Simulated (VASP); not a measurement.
# TaN (Fm-3m) in VASP: single point with PBE

Aim: the single point of TaN with PBE.

All numbers are computed with VASP 6.6.1; they aren't measurements. Logs are shortened: lines on timing, memory, paths and dates and some standing lists are left out, and cuts for length are marked.

## (1) The cell of the first run

It takes space group Fm-3m (No. 225, cubic). The conventional cell has a = 4.358 Å, b = 4.358 Å, c = 4.358 Å, α = 90.00°, β = 90.00°, γ = 90.00°. Within 2.9 Å of Ta (site symmetry m-3m) lie 6 N at 2.18 Å. Within 2.9 Å of N (site symmetry m-3m) lie 6 Ta at 2.18 Å.

## (2) Single point, PBE

Contents of INCAR:

```
PREC = Accurate ; ENCUT = 600
EDIFF = 1E-6 ; ISMEAR = -1
SIGMA = 0.1 ; LREAL = False
LASPH = True ; NELM = 120
ALGO = Normal ; ISIF = 2
LWAVE = False ; LCHARG = False
GGA = PE ; NBANDS = 15
GGA_COMPAT = False
```

Contents of KPOINTS:

```
regular mesh
0
Gamma
  12 12 12
```

Contents of POSCAR:

```
TaN
1.0
    0.0000000000      2.1790000000      2.1790000000
    2.1790000000      0.0000000000      2.1790000000
    2.1790000000      2.1790000000      0.0000000000
Ta N
1 1
Direct
    0.5000000000      0.5000000000      0.5000000000
    0.0000000000      0.0000000000      0.0000000000
```

Potentials or basis: VASP PAW PBE potentials, release 64 (Ta_pv, N).

Started as:

```bash
$ cat potpaw_PBE.64/Ta_pv/POTCAR potpaw_PBE.64/N/POTCAR > POTCAR
$ mpirun -np 1 vasp_std > vasp.out
```

OUTCAR:

```text
PREC = Accurate
   ENCUT = 600
   EDIFF = 1E-6
   ISMEAR = -1
   LREAL = False
   LASPH = True
   NELM = 120
   ISIF = 2
   GGA = PE

 ion  position               nearest neighbor table
   1  0.500  0.500  0.500-   2 2.18   2 2.18   2 2.18   2 2.18   2 2.18   2 2.18
   2  0.000  0.000  0.000-   1 2.18   1 2.18   1 2.18   1 2.18   1 2.18   1 2.18

  LATTYP: Found a face centered cubic cell.
 ALAT       =     4.3580000000

  Lattice vectors:

 A1 = (   0.0000000000,   2.1790000000,   2.1790000000)
 A2 = (   2.1790000000,   0.0000000000,   2.1790000000)
 A3 = (   2.1790000000,   2.1790000000,   0.0000000000)

Analysis of symmetry for initial positions (statically):
=====================================================================
 Subroutine PRICEL returns:
 Original cell was already a primitive cell.

 Routine SETGRP: Setting up the symmetry group for a
 face centered cubic supercell.

 Subroutine GETGRP returns: Found 48 space group operations
 (whereof 48 operations were pure point group operations)
 out of a pool of 48 trial point group operations.

The static configuration has the point symmetry O_h .

Analysis of symmetry for dynamics (positions and initial velocities):
=====================================================================
 Subroutine PRICEL returns:
 Original cell was already a primitive cell.

 Routine SETGRP: Setting up the symmetry group for a
 face centered cubic supercell.

 Subroutine GETGRP returns: Found 48 space group operations
 (whereof 48 operations were pure point group operations)
 out of a pool of 48 trial point group operations.

The dynamic configuration has the point symmetry O_h .

 Subroutine INISYM returns: Found 48 space group operations
 (whereof 48 operations are pure point group operations),
 and found     1 'primitive' translations

----------------------------------------------------------------------------------------

                                     Primitive cell

  volume of cell :      20.6920

  direct lattice vectors                    reciprocal lattice vectors
     0.000000000  2.179000000  2.179000000    -0.229463056  0.229463056  0.229463056
     2.179000000  0.000000000  2.179000000     0.229463056 -0.229463056  0.229463056
     2.179000000  2.179000000  0.000000000     0.229463056  0.229463056 -0.229463056

  length of vectors
     3.081571352  3.081571352  3.081571352     0.397441672  0.397441672  0.397441672

  position of ions in fractional coordinates (direct lattice)
     0.500000000  0.500000000  0.500000000
     0.000000000  0.000000000  0.000000000

  ion indices of the primitive-cell ions
   primitive index   ion index
                 1           1
                 2           2

----------------------------------------------------------------------------------------

 KPOINTS: regular mesh

Automatic generation of k-mesh.
 Grid dimensions read from file:
 generate k-points for:   12   12   12

 Generating k-lattice:

  Cartesian coordinates                     Fractional coordinates (reciprocal lattice)
    -0.019121921  0.019121921  0.019121921     0.083333333  0.000000000  0.000000000
     0.019121921 -0.019121921  0.019121921     0.000000000  0.083333333  0.000000000
     0.019121921  0.019121921 -0.019121921     0.000000000  0.000000000  0.083333333

  Length of vectors
     0.033120139  0.033120139  0.033120139

  Shift w.r.t. Gamma in fractional coordinates (k-lattice)
     0.000000000  0.000000000  0.000000000

 Subroutine IBZKPT returns following result:
 ===========================================

 Found     72 irreducible k-points:

 Following reciprocal coordinates:
            Coordinates               Weight
  0.000000  0.000000  0.000000      1.000000
  0.083333  0.000000  0.000000      8.000000
  0.166667  0.000000  0.000000      8.000000
  0.250000  0.000000  0.000000      8.000000
  0.333333  0.000000  0.000000      8.000000
  0.416667  0.000000  0.000000      8.000000
[... 16 lines left out ...]
  0.500000  0.166667  0.000000     24.000000
 -0.416667  0.166667  0.000000     24.000000
 [... further k-points ...]
   k-points           NKPTS =     72   k-points in BZ     NKDIM =     72   number of bands    NBANDS=     15
   number of dos      NEDOS =    301   number of ions     NIONS =      2
   total plane-waves  NPLWV =  21952
   dimension x,y,z NGX =    28 NGY =   28 NGZ =   28
   dimension x,y,z NGXF=    56 NGYF=   56 NGZF=   56
   ions per type =               1   1
   NGX,Y,Z   is equivalent  to a cutoff of  15.11, 15.11, 15.11 a.u.
   NGXF,Y,Z  is equivalent  to a cutoff of  30.21, 30.21, 30.21 a.u.
 SYSTEM =  unknown system
   PREC   = accura    normal or accurate (medium, high low for compatibility)
   ISTART =      0    job   : 0-new  1-cont  2-samecut
   ICHARG =      2    charge: 1-file 2-atom 10-const
   ISPIN  =      1    spin polarized calculation?
   LNONCOLLINEAR =      F non collinear calculations
   LSORBIT =      F    spin-orbit coupling
   LASPH  =      T    aspherical Exc in radial PAW
   ENCUT  =  600.0 eV  44.10 Ry    6.64 a.u.   6.15  6.15  6.15*2*pi/ulx,y,z
   NELM   =    120;   NELMIN=  2; NELMDL= -5     # of ELM steps
   EDIFF  = 0.1E-05   stopping-criterion for ELM
   LREAL  =      F    real-space projection
   EDIFFG = 0.1E-04   stopping-criterion for IOM
   NSW    =      0    number of steps for IOM
   IBRION =     -1    ionic relax: 0-MD 1-quasi-New 2-CG
   NFREE  =      0    steps in history (QN), initial steepest desc. (CG)
   ISIF   =      2    stress and relaxation
   ISYM   =      2    0-nonsym 1-usesym 2-fastsym
   POTIM  = 0.5000    time-step for ionic-motion
   TEBEG  =    0.0;   TEEND  =   0.0 temperature during run
   PSTRESS=    0.0 pullay stress
   NELECT =      16.0000    total number of electrons
   NUPDOWN=      -1.0000    fix difference up-down
   EMIN   =  10.00;   EMAX   =-10.00  energy-range for DOS
   EFERMI =   0.00;   METHOD = LEGACY
   ISMEAR =    -1;   SIGMA  =   0.10  broadening in eV -4-tet -1-fermi 0-gaus
   EFERMI_NEDOS =   21; number of points for ismear=-14 and -15
   IALGO  =     38    algorithm
   IMIX   =      4    mixing-type and parameters
     AMIX     =   0.40;   BMIX     =  1.00
     AMIX_MAG =   1.60;   BMIX_MAG =  1.00
  volume/ion in A,a.u.               =      10.35        69.82
  Fermi-wavevector in a.u.,A,eV,Ry     =   1.502615  2.839530 30.719922  2.257851
  Thomas-Fermi vector in A             =   2.613832
   LORBIT       =      0    0 simple, 1 ext, 2 COOP (PROOUT), +10 PAW based schemes
   GGA     = PE    functional components
   LHFCALC =     F    Hartree Fock is set to
   AEXX    =    0.0000 exact exchange contribution
   IVDW    =     0    specifies the selected vdW correction
   LEPSILON=     F    determine dielectric tensor
   LRPA    =     F    only Hartree local field effects (RPA)
 non-spin polarized calculation
  energy-cutoff  :      600.00
  volume of cell :       20.69
 maximum number of plane-waves:       702
 NGX is ok and might be reduce to    28
   NGX = 13   NGY = 13   NGZ = 13

 number of electron      16.0000001 magnetization

 Free energy of the ion-electron system (eV)
  ---------------------------------------------------
  ext. energy  EPLUGINS =         0.00000000
  ---------------------------------------------------
  free energy    TOTEN  =       -21.79857190 eV

  energy without entropy =      -21.76856492  energy(sigma->0) =      -21.78356841

 E-fermi :   9.8289     XC(G=0): -13.5895

 val. band max:        9.8246520505   @ k =  -0.2500   0.4167   0.1667
 cond. band min:       9.8683767491   @ k =   0.2500   0.0833   0.0000
 fundamental gap:      0.0437246986
 Fermi energy:         9.8289134865

 k-point     1 :       0.0000    0.0000    0.0000
  band No.  band energies     occupation
      1     -25.8621      2.00000
      2     -25.8621      2.00000
      3     -25.8621      2.00000
      4      -9.2344      2.00000
      5       5.9502      2.00000
      6       5.9502      2.00000
      7       5.9502      2.00000
      8       7.6776      2.00000
      9       7.6776      2.00000
     10       7.6776      2.00000
     11       9.9309      0.53003
     12       9.9309      0.53002
     13      11.6152      0.00000
     14      19.2751      0.00000
     15      22.2893      0.00000

 k-point     2 :       0.0833    0.0000    0.0000
  band No.  band energies     occupation
      1     -25.9309      2.00000
      2     -25.8682      2.00000
      3     -25.8682      2.00000
      4      -9.0571      2.00000
      5       5.1082      2.00000
      6       5.3734      2.00000
      7       5.3734      2.00000
      8       7.9490      2.00000
      9       7.9490      2.00000
     10       8.0338      2.00000
     11      10.6209      0.00073
     12      10.6209      0.00073
     13      12.1129      0.00000
     14      19.8116      0.00000
     15      22.2891      0.00000

 k-point     3 :       0.1667    0.0000    0.0000
  band No.  band energies     occupation
      1     -26.1142      2.00000
      2     -25.8848      2.00000
      3     -25.8848      2.00000
      4      -8.5604      2.00000
      5       3.5917      2.00000
      6       4.3478      2.00000
      7       4.3478      2.00000
      8       8.4965      2.00000
      9       8.5668      1.99999
     10       8.5668      1.99999
     11      12.1438      0.00000
     12      12.1438      0.00000
     13      13.2614      0.00000
     14      21.1919      0.00000
     15      22.2887      0.00000
[... 343 lines left out ...]
 k-point    23 :       0.5000    0.1667    0.0000
  band No.  band energies     occupation
      1     -26.6988      2.00000
      2     -26.0893      2.00000
      3     -26.0087      2.00000
      4      -6.6012      2.00000
      5       0.2194      2.00000
      6       2.4146      2.00000
      7       2.6806      2.00000
      8       9.2681      1.99269
      9      12.1635      0.00000
     10      12.1944      0.00000
     11      15.2738      0.00000
     12      16.1540      0.00000
     13      17.9551      0.00000
     14      20.4963      0.00000
     15      22.3033      0.00000

 k-point    24 :      -0.4167    0.1667    0.0000
  band No.  band energies     occupation
      1     -26.7087      2.00000
      2     -26.1210      2.00000
      3     -25.9862      2.00000
      4      -6.4705      2.00000
      5       0.0208      2.00000
      6       2.3878      2.00000
      7       2.5110      2.00000
      8      10.5272      0.00185
      9      11.4438      0.00000
     10      11.6142      0.00000
     11      15.1916      0.00000
     12      17.4132      0.00000
     13      17.4973      0.00000
     14      20.8167      0.00000
     15      22.3032      0.00000

 [... further k-points ...]
[... 5 lines left out ...]
  --------------------------------------------------------------------------------------
  -------------------------------------------------------------------------------------
  Total        2.0112769      2.0112769      2.0112769      0.0000000     -0.0000000     -0.0000000
  in kB      155.7330382    155.7330382    155.7330382      0.0000000     -0.0000000     -0.0000000
  external PRESSURE =     155.7330382 kB  Pullay stress =       0.0000000 kB

 VOLUME and BASIS-vectors are now :
 -----------------------------------------------------------------------------
  energy-cutoff  :      600.00
  volume of cell :       20.69
      direct lattice vectors                 reciprocal lattice vectors
     0.000000000  2.179000000  2.179000000    -0.229463056  0.229463056  0.229463056
     2.179000000  0.000000000  2.179000000     0.229463056 -0.229463056  0.229463056
     2.179000000  2.179000000  0.000000000     0.229463056  0.229463056 -0.229463056

 POSITION                                       TOTAL-FORCE (eV/Angst)
 -----------------------------------------------------------------------------------
      2.17900      2.17900      2.17900         0.000000      0.000000      0.000000
      0.00000      0.00000      0.00000         0.000000     -0.000000      0.000000
 -----------------------------------------------------------------------------------
    total drift:                                0.000000      0.000000      0.000000

  FREE ENERGIE OF THE ION-ELECTRON SYSTEM (eV)
  ---------------------------------------------------
  free  energy   TOTEN  =       -21.7985718963 eV

  energy  without entropy=      -21.7685649201  energy(sigma->0) =      -21.78356841
```

It took 43 s on 1 thread of AMD EPYC 7R43 (Zen 3), shared host; peak memory 0.14 GiB.

Results:

```yaml
Free_energy: -21.7986 eV
Pressure: 15.6 GPa
Band_gap_on_the_k_mesh: zero (bands 8 and 9 overlap by 4.17 eV)
```

Caveat: the cell stands under pressure; spin-orbit coupling is left out, which moves the levels of the heavy elements.
